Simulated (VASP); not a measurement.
Set up this calculation in VASP 6.6.1, as the native input.

| Item | Value |
| --- | --- |
| Task | single point |
| Functional | PBE |
| Potentials or basis | VASP PAW PBE potentials, release 64 (Sc_sv) |
| Cutoff | 520 eV |
| k mesh | 18 × 18 × 10 |
| Occupations | gaussian, width 0.15 eV |
| Spin | no spin polarisation |
| Dipole correction | no |
| Further INCAR settings | ALGO = Fast; EDIFF = 1e-06; NBANDS = 18 |

The structure of Sc lies in POSCAR:

```
Sc
1.0
    3.2591659288      0.0000000000      0.0000000000
   -1.6295829644      2.8225204895      0.0000000000
    0.0000000000      0.0000000000      5.3470200000
Sc
2
Direct
    0.3333333333      0.6666666667      0.2500000000
    0.6666666667      0.3333333333      0.7500000000
```

This cell differs from its parent crystal: strain -0.015 along x and y, +0.015 along z.

One way to write it, as run:

INCAR

```
  PREC = Accurate
  ENCUT = 520
  EDIFF = 1E-6
  ISMEAR = 0
  SIGMA = 0.15
  LREAL = False
  LASPH = True
  NELM = 60
  ALGO = Fast
  ISIF = 2
  LWAVE = False
  LCHARG = True
  GGA = PE
  LELF = True
  LVHAR = True
  NBANDS = 18
```

KPOINTS

```
regular mesh
0
Gamma
  18 18 10
```

Potentials or basis: VASP PAW PBE potentials, release 64 (Sc_sv).

The run is started by

```sh
$ cat potpaw_PBE.64/Sc_sv/POTCAR > POTCAR
$ mpirun -np 1 vasp_std > vasp.out
```

It gave:

```json
{
 "Pressure": "0.4 GPa",
 "Band gap on the k mesh": "zero (bands 11 and 12 overlap by 1.22 eV)"
}
```

Caveat: the cell differs from its parent crystal (strain -0.015 along x and y, +0.015 along z).

It took 84 s on 1 thread of Intel(R) Xeon(R) 6975P-C (Granite Rapids), with other jobs on the host, peak memory 0.27 GiB.
